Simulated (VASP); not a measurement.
Set up this calculation in VASP 6.6.1, as the native input.

```
Task                   : relaxation of cell and atoms
Functional             : PBE
Potentials or basis    : VASP PAW PBE potentials, release 64 (Cs_sv, Sm_3), 4f in core
Cutoff                 : 500 eV
k mesh                 : 4 × 4 × 2
Occupations            : gaussian, width 0.2 eV
Spin                   : no spin polarisation
Dipole correction      : no
Further INCAR settings : ALGO = Normal; EDIFF = 1e-07; IBRION = 2; EDIFFG = -0.025; NSW = 80; ISIF = 3
```

The structure of CsSm3 lies in POSCAR:

```
CsSm3
1.0
    0.0147563632      5.3225693885     -0.0067634597
   -0.0704106740     -0.0067634597      5.2903803345
   10.7653403971      0.0295127264     -0.1408213480
Cs Sm
2 6
Direct
    0.5048872843      0.5008844671      0.2542638593
    0.4974101975      0.4979811609      0.7488263091
    0.0126055221     -0.0005185916      0.2449613397
    1.0011522642     -0.0010918317      0.7482319559
    0.5053383579      0.0095236392     -0.0007789401
    0.5026576462     -0.0054681383      0.5034509423
   -0.0123482286      0.4958643995     -0.0006010583
   -0.0117030437      0.5028248950      0.5016455920
```

One way to write it, as run:

INCAR

```
SYSTEM = CsSm3
  PREC = Accurate
  ENCUT = 500
  EDIFF = 1E-7
  ISMEAR = 0
  SIGMA = 0.2
  LREAL = .False.
  LASPH = .True.
  NELM = 200
  ALGO = Normal
  ISIF = 3
  LWAVE = .False.
  LCHARG = .False.
  GGA = PE
  IBRION = 2
  NSW = 80
  EDIFFG = -0.025
  GGA_COMPAT = .False.
  NELMIN = 4
  LMAXMIX = 6
```

KPOINTS

```
Automatic mesh
0
Gamma
  4 4 2
  0 0 0
```

Potentials or basis: VASP PAW PBE potentials, release 64 (Cs_sv, Sm_3), 4f in core.

Launch:

```sh
$ cat potpaw_PBE.64/Cs_sv/POTCAR potpaw_PBE.64/Sm_3/POTCAR > POTCAR
$ mpirun -np 1 vasp_std > vasp.out
```

Results of the run:

```yaml
Relaxed_volume: 38.42 Å³/atom
Relaxed_cell: a = 5.353 Å, b = 5.343 Å, c = 10.747 Å, α = 90.11°, β = 89.99°, γ = 90.01°
Space_group_after_relaxing_to_0.1_Å: Pm-3m (No. 221)
Energy_gained_by_relaxing: 6.2 meV/atom
Ionic_steps: 9
Pressure_after_relaxing: 0.0 GPa
Largest_force_after_relaxing: 0.018 eV/Å
Band_gap_on_the_k_mesh: zero (bands 42 and 43 overlap by 1.05 eV)
```

Caveat: spin-orbit coupling is left out, which moves the levels of the heavy elements; the 4f electrons are frozen in the core, so they carry no moment and show no levels.

Wall time 17 min on 1 thread of AMD EPYC 9R45 96-Core Processor (Zen 5), on a shared host, peak memory 0.48 GiB.
